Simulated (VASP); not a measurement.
Crystal: I.

```
CELL_PARAMETERS angstrom
0.00000 2.36560 3.90984
2.19225 0.00000 3.90984
2.19225 2.36560 0.00000
ATOMIC_POSITIONS crystal
I 0.00000 0.00000 0.00000
```

* Program: VASP 6.6.1
* Task: relaxation of cell and atoms
* Functional: PBE
* Potentials or basis: VASP PAW PBE potentials, release 64 (I)
* Cutoff: 600 eV
* k mesh: 9 × 9 × 9
* Occupations: fermi-dirac, width 0.05 eV
* Spin: no spin polarisation

At the start: pressure 0.4 GPa; volume 40.55 Å³/atom.

Where does the relaxation end?

Over 11 steps the energy falls by 12.2 meV/atom and the volume is 47.59 Å³/atom (+17.4 %); space group Fmmm (No. 69, to 0.05 Å).

The path:
```csv
step,energy change (eV),largest force (eV/Å),pressure (GPa),volume (Å³)
1,0.0000,0.0000,0.43,40.55
2,-0.0020,0.0000,0.19,41.20
3,-0.0039,0.0000,-0.39,42.88
4,-0.0049,0.0000,-0.35,43.07
5,-0.0074,0.0000,-0.26,43.63
6,-0.0104,0.0000,-0.03,44.73
7,-0.0107,0.0000,0.48,46.85
8,-0.0114,0.0000,0.27,45.97
9,-0.0120,0.0000,0.08,46.90
10,-0.0121,0.0000,-0.09,47.87
11,-0.0122,0.0000,0.00,47.59
```

Final structure:
```yaml
crystal:
  lattice:
    - [0.00000, 2.31256, 4.54013]
    - [2.26637, 0.00000, 4.54013]
    - [2.26637, 2.31256, 0.00000]
  atoms:
    - { symbol: I, position: [0.00000, 0.00000, 0.00000] }
```

Caveat: the volume moved by over 15 % at a fixed basis, so the end points are rough; an odd number of electrons without spin polarisation forces a metal; a magnetic or distorted state may lie lower.
